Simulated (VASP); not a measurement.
**Cs8TiSn7I24 (a cell with a defect): single point with PBEsol**

System: Cs8TiSn7I24 (a cell with a defect).

```
CELL_PARAMETERS angstrom
12.31446 0.00000 0.00000
0.00000 12.31446 0.00000
0.00000 0.00000 12.31446
ATOMIC_POSITIONS crystal
Cs 0.97373 0.00094 0.97411
Cs 0.99433 0.99320 0.49428
Cs 0.97244 0.52790 0.96305
Cs 0.95852 0.51193 0.52424
Cs 0.48403 0.00106 0.99883
Cs 0.50730 0.94826 0.48451
Cs 0.51922 0.52841 0.96696
Cs 0.25681 0.39923 0.26456
Ti 0.48982 0.30710 0.49233
Sn 0.24678 0.25413 0.76101
Sn 0.24547 0.76175 0.24278
Sn 0.24004 0.75085 0.74736
Sn 0.76052 0.24811 0.24863
Sn 0.74625 0.25249 0.74981
Sn 0.75218 0.74352 0.23805
Sn 0.73871 0.75679 0.73752
I 0.31933 0.28169 0.99679
I 0.28769 0.21097 0.50532
I 0.24331 0.69899 0.99898
I 0.23768 0.78647 0.49695
I 0.74353 0.22926 0.99099
I 0.70797 0.28081 0.49217
I 0.75137 0.77043 0.98726
I 0.74774 0.74252 0.48777
I 0.99524 0.26724 0.32787
I 0.98920 0.24628 0.75457
I 0.00366 0.69474 0.24852
I 0.98907 0.76851 0.74146
I 0.50301 0.21659 0.28690
I 0.49123 0.28117 0.71095
I 0.50095 0.77186 0.22449
I 0.48940 0.75883 0.75023
I 0.21197 0.98682 0.20504
I 0.24026 0.00300 0.79411
I 0.46146 0.51330 0.46450
I 0.21101 0.50362 0.72561
I 0.78613 0.99613 0.25109
I 0.72800 0.00728 0.71274
I 0.73564 0.49676 0.20505
I 0.74564 0.50591 0.75246
```

```yaml
Program: VASP 6.6.1
Task: single point
Functional: PBEsol
Potentials_or_basis: VASP PAW PBE potentials, release 64 (Cs_sv, Ti_sv, Sn_d, I)
Cutoff: 400 eV
k_mesh: 1 × 1 × 1, shifted
Occupations: fermi-dirac, width 0.05 eV
Spin: no spin polarisation
```

| Property | Result |
| --- | --- |
| Pressure | -0.1 GPa |
| Largest force | 0.102 eV/Å |

Forces in eV/Å, atoms in the order of the input:
```
Cs   0.000 -0.004  0.001
Cs   0.002 -0.003 -0.001
Cs  -0.003  0.003  0.001
Cs   0.002  0.007  0.002
Cs   0.000 -0.001  0.005
Cs  -0.008  0.006  0.005
Cs   0.001  0.000 -0.001
Cs  -0.013  0.020 -0.009
Ti   0.007 -0.101  0.007
Sn   0.004  0.014  0.009
Sn   0.013 -0.026  0.014
Sn   0.000  0.000 -0.004
Sn   0.004  0.015  0.010
Sn  -0.003 -0.001 -0.010
Sn  -0.003 -0.005  0.002
Sn  -0.004  0.004 -0.010
I   -0.009 -0.012 -0.009
I   -0.071 -0.019 -0.018
I    0.001  0.005 -0.004
I   -0.004  0.000  0.003
I   -0.009 -0.002  0.024
I    0.082  0.016  0.027
I   -0.005 -0.003  0.003
I    0.003  0.004 -0.004
I    0.002 -0.003 -0.019
I    0.017 -0.002 -0.005
I    0.001 -0.001 -0.003
I    0.001  0.000  0.005
I   -0.017 -0.021 -0.072
I    0.023  0.007  0.082
I    0.004 -0.002 -0.004
I    0.001 -0.001  0.004
I   -0.006  0.029 -0.004
I    0.003  0.001 -0.007
I   -0.024  0.074 -0.023
I    0.002  0.001 -0.002
I   -0.003  0.002 -0.002
I    0.013  0.004  0.007
I   -0.007 -0.010 -0.003
I    0.004  0.005  0.004
```

Stress tensor (GPa, compression positive):
```
 0.01  0.00 -0.09
 0.00 -0.27  0.00
-0.09  0.00 -0.05
```

Levels at points of the mesh, in eV from the Fermi level:
| k point | band 172 | band 173 | band 174 | band 175 | band 176 | band 177 | band 178 | band 179 |
| --- | --- | --- | --- | --- | --- | --- | --- | --- |
| (0.25, 0.25, 0.25) | -2.26 | -2.05 | -2.00 | -0.08 | 0.12 | 0.15 | 0.22 | 0.25 |

Run time: 11 min on 1 thread of Intel(R) Xeon(R) Platinum 8175M CPU @ 2.50GHz (Skylake/Cascade Lake) (shared host), peak memory 1.1 GiB.

Caveat: the PAW data sets were made with another functional, which shifts forces and pressure a little; spin-orbit coupling is left out, which moves the levels of the heavy elements.
